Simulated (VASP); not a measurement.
Input of a VASP 6.6.1 run:

File INCAR:

```
SYSTEM = KF
PREC = Accurate
ENCUT = 520
EDIFF = 1E-6
ISMEAR = -1
SIGMA = 0.02
LREAL = .False.
LASPH = .True.
NELM = 80
ALGO = Normal
ISIF = 2
LWAVE = .False.
LCHARG = .True.
GGA = PE
LELF = .True.
LVHAR = .True.
NBANDS = 15
```

File KPOINTS:

```
regular mesh
0
Gamma
  8 8 8
  0 0 0
```

POSCAR

```
KF
1.0
    0.0000000000      2.7387293882      2.7387293882
    2.7387293882      0.0000000000      2.7387293882
    2.7387293882      2.7387293882      0.0000000000
K F
1 1
Direct
    0.0000000000      0.0000000000      0.0000000000
    0.5000000000      0.5000000000      0.5000000000
```

Potentials or basis: VASP PAW PBE potentials, release 64 (K_sv, F).

Run with:

```console
$ cat potpaw_PBE.64/K_sv/POTCAR potpaw_PBE.64/F/POTCAR > POTCAR
$ mpirun -np 1 vasp_std > vasp.out
```

(1) Predict the band gap on the k mesh.

(2) Predict the pressure.

Answers

(1) 5.79 eV.

(2) -0.8 GPa.

Caveat: the cell differs from its parent crystal (strain +3.0%).
